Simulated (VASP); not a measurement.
# W (I4/mmm) in VASP: a series of runs, part 2 of 2

VASP 6.6.1. Earlier steps stand in the parts before.

### Step 5. Single point, r2SCAN (strain +0.1125 x Voigt [0, 1, 0, 0, 0, 0])

POSCAR

```
W
1.0
    0.0000000000      2.2583750000      2.0300000000
    2.0300000000      0.0000000000      2.0300000000
    2.0300000000      2.2583750000      0.0000000000
W
1
Direct
    0.0000000000      0.0000000000      0.0000000000
```

INCAR.step1

```
PREC     = Accurate       # precision mode
ENCUT    = 520            # plane-wave cutoff, eV
ISMEAR   = 0              # smearing method
SIGMA    = 0.15           # smearing width, eV
LREAL    = False          # projectors in reciprocal space
LASPH    = True           # aspherical terms in the spheres
NELM     = 60             # most SCF steps
NBANDS   = 13             # bands
GGA      = PE             # functional
ALGO     = Normal         # electronic algorithm
EDIFF    = 1E-4           # SCF threshold, eV
LWAVE    = True           # write WAVECAR
LCHARG   = False          # write CHGCAR
```

INCAR.step2

```
PREC     = Accurate       # precision mode
ENCUT    = 520            # plane-wave cutoff, eV
EDIFF    = 1E-6           # SCF threshold, eV
ISMEAR   = 0              # smearing method
SIGMA    = 0.15           # smearing width, eV
LREAL    = False          # projectors in reciprocal space
LASPH    = True           # aspherical terms in the spheres
NELM     = 60             # most SCF steps
ALGO     = Normal         # electronic algorithm
ISIF     = 2              # what is computed and relaxed
LWAVE    = False          # write WAVECAR
LCHARG   = False          # write CHGCAR
METAGGA  = R2SCAN         # meta-GGA
LMIXTAU  = True         
NBANDS   = 13             # bands
ISTART   = 1
```

KPOINTS

```
Automatic mesh
0
Gamma
  20 20 20
```

Potentials or basis: VASP PAW PBE potentials, release 64 (W_sv).

Launch:

```
$ cat potpaw_PBE.64/W_sv/POTCAR > POTCAR
$ cp INCAR.step1 INCAR
$ mpirun -np 1 vasp_std > vasp.out
$ cp INCAR.step2 INCAR
$ mpirun -np 1 vasp_std > vasp.out
```

OUTCAR:

```text
PREC = Accurate
   ENCUT = 520
   EDIFF = 1E-6
   ISMEAR = 0
   LREAL = False
   LASPH = True
   NELM = 60
   ISIF = 2
   METAGGA = R2SCAN
   ISTART = 1

 ion  position               nearest neighbor table
   1  0.000  0.000  0.000-

  LATTYP: Found a body centered tetragonal cell.
 ALAT       =     2.8708535316
 C/A-ratio  =     1.5733125881

  Lattice vectors:

 A1 = (   0.0000000000,  -2.2583750000,   2.0300000000)
 A2 = (   0.0000000000,  -2.2583750000,  -2.0300000000)
 A3 = (   2.0300000000,   2.2583750000,   0.0000000000)

[... 562 lines left out ...]

 [... further k-points ...]

------------------------ aborting loop because EDIFF is reached ----------------------------------------

  FORCE on cell =-STRESS in cart. coord.  units (eV):
  Direction    XX          YY          ZZ          XY          YZ          ZX
  --------------------------------------------------------------------------------------
  -------------------------------------------------------------------------------------
  Total       -4.1205217     -2.5093869     -4.1205217      0.0000000     -0.0000000      0.0000000
  in kB     -354.6865012   -216.0031476   -354.6865012      0.0000000     -0.0000000      0.0000000
  external PRESSURE =    -308.4587167 kB  Pullay stress =       0.0000000 kB

 VOLUME and BASIS-vectors are now :
 -----------------------------------------------------------------------------
  energy-cutoff  :      520.00
  volume of cell :       18.61
      direct lattice vectors                 reciprocal lattice vectors
     0.000000000  2.258375000  2.030000000    -0.246305419  0.221398129  0.246305419
     2.030000000  0.000000000  2.030000000     0.246305419 -0.221398129  0.246305419
     2.030000000  2.258375000  0.000000000     0.246305419  0.221398129 -0.246305419

 POSITION                                       TOTAL-FORCE (eV/Angst)
 -----------------------------------------------------------------------------------
      0.00000      0.00000      0.00000         0.000000      0.000000      0.000000
 -----------------------------------------------------------------------------------
    total drift:                                0.000000      0.000000      0.000000

  FREE ENERGIE OF THE ION-ELECTRON SYSTEM (eV)
  ---------------------------------------------------
  free  energy   TOTEN  =       -50.6431468126 eV

  energy  without entropy=      -50.6325513935  energy(sigma->0) =      -50.63784910
```

OUTCAR.step1:

```text
PREC = Accurate
   ENCUT = 520
   ISMEAR = 0
   LREAL = False
   LASPH = True
   NELM = 60
[... 599 lines left out ...]

 POSITION                                       TOTAL-FORCE (eV/Angst)
 -----------------------------------------------------------------------------------
      0.00000      0.00000      0.00000         0.000000      0.000000      0.000000
 -----------------------------------------------------------------------------------
    total drift:                                0.000000      0.000000     -0.000000

  FREE ENERGIE OF THE ION-ELECTRON SYSTEM (eV)
  ---------------------------------------------------
  free  energy   TOTEN  =       -12.3469780181 eV

  energy  without entropy=      -12.3348649290  energy(sigma->0) =      -12.34092147
```

OSZICAR.step1:

```text
N       E                     dE             d eps       ncg     rms          rms(c)
DAV:   1     0.856215002363E+02    0.85622E+02   -0.74685E+03 16735   0.119E+03
DAV:   2    -0.113370642552E+02   -0.96959E+02   -0.93378E+02 18686   0.312E+02
DAV:   3    -0.130876783950E+02   -0.17506E+01   -0.17404E+01 18581   0.406E+01
DAV:   4    -0.130964975700E+02   -0.88192E-02   -0.88185E-02 18481   0.319E+00
DAV:   5    -0.130965891551E+02   -0.91585E-04   -0.91585E-04 18816   0.309E-01    0.152E+01
DAV:   6    -0.124846607251E+02    0.61193E+00   -0.58479E-01 17596   0.965E+00    0.508E+00
DAV:   7    -0.123514596200E+02    0.13320E+00   -0.24380E-01 18936   0.577E+00    0.907E-01
DAV:   8    -0.123470994265E+02    0.43602E-02   -0.43607E-03 16876   0.835E-01    0.113E-01
DAV:   9    -0.123469765733E+02    0.12285E-03   -0.23580E-04 18801   0.171E-01    0.401E-02
DAV:  10    -0.123469780181E+02   -0.14448E-05   -0.99762E-06  8648   0.383E-02
   1 F= -.12346978E+02 E0= -.12340921E+02  d E =-.121131E-01
```

Run time: 6 min. Hardware: 1 thread of AMD EPYC 9R45 (Zen 5), shared host; peak memory 0.24 GiB.

Results:

```yaml
Free_energy: -50.6431 eV
Pressure: -30.8 GPa
Band_gap_on_the_k_mesh: zero (bands 7 and 8 overlap by 3.30 eV)
```

Stress tensor (GPa, compression positive):
```
-35.47   0.00   0.00
  0.00 -21.60   0.00
  0.00   0.00 -35.47
```

Levels at points of the mesh, in eV from the Fermi level:
| k point | band 3 | band 4 | band 5 | band 6 | band 7 | band 8 | band 9 | band 10 | band 11 | band 12 |
| --- | --- | --- | --- | --- | --- | --- | --- | --- | --- | --- |
| (0.00, 0.00, 0.00) | -39.18 | -39.18 | -9.04 | -1.65 | -0.11 | -0.11 | 1.02 | 3.10 | 13.12 | 16.06 |
| (0.50, 0.00, 0.00) | -39.42 | -39.23 | -5.45 | -1.54 | -0.06 | -0.01 | 3.88 | 4.39 | 8.89 | 12.37 |
| (0.50, 0.50, 0.00) | -39.64 | -39.50 | -5.02 | -4.20 | 2.86 | 3.90 | 3.96 | 5.40 | 9.96 | 11.06 |
| (0.50, 0.00, 0.50) | -39.38 | -39.38 | -5.30 | -4.24 | 0.90 | 4.44 | 4.65 | 4.65 | 9.72 | 12.23 |

Caveat: the cell differs from its parent crystal (strain +0.1125 x Voigt [0, 1, 0, 0, 0, 0]); the stress differs along the axes, from -35 to -22 GPa; the PAW data sets were made with another functional, which shifts forces and pressure a little; spin-orbit coupling is left out, which moves the levels of the heavy elements.

### Step 6. Overview

```tsv
cell	gap on the mesh (eV)	pressure (GPa)
a = 2.664, b = 2.871 Å, angles 57.4, 65.2, 57.4°, 1 atom	none	51.6
a = 2.714, b = 2.871 Å, angles 58.1, 63.9, 58.1°, 1 atom	none	32.4
a = 2.765, b = 2.871 Å, angles 58.7, 62.5, 58.7°, 1 atom	none	16.4
a = 3.037, b = 2.871 Å, angles 61.8, 56.4, 61.8°, 1 atom	none	-30.8
```

Alike in all rows: task single point; level r2SCAN; potentials or basis VASP PAW PBE potentials, release 64 (W_sv); no spin polarisation; k mesh 20 × 20 × 20; cutoff (eV) 520; smearing gaussian 0.15 eV.

Caveats: the PAW data sets were made with another functional, which shifts forces and pressure a little; spin-orbit coupling is left out, which moves the levels of the heavy elements; the stress differs along the axes, from 21 to 67 GPa (at least some runs); the stress differs along the axes, from 7 to 45 GPa (at least some runs); the stress differs along the axes, from -3 to 26 GPa (at least some runs); the stress differs along the axes, from -35 to -22 GPa (at least some runs).

Total energies depend on the potentials used, so only differences within one code and one set of settings carry meaning.
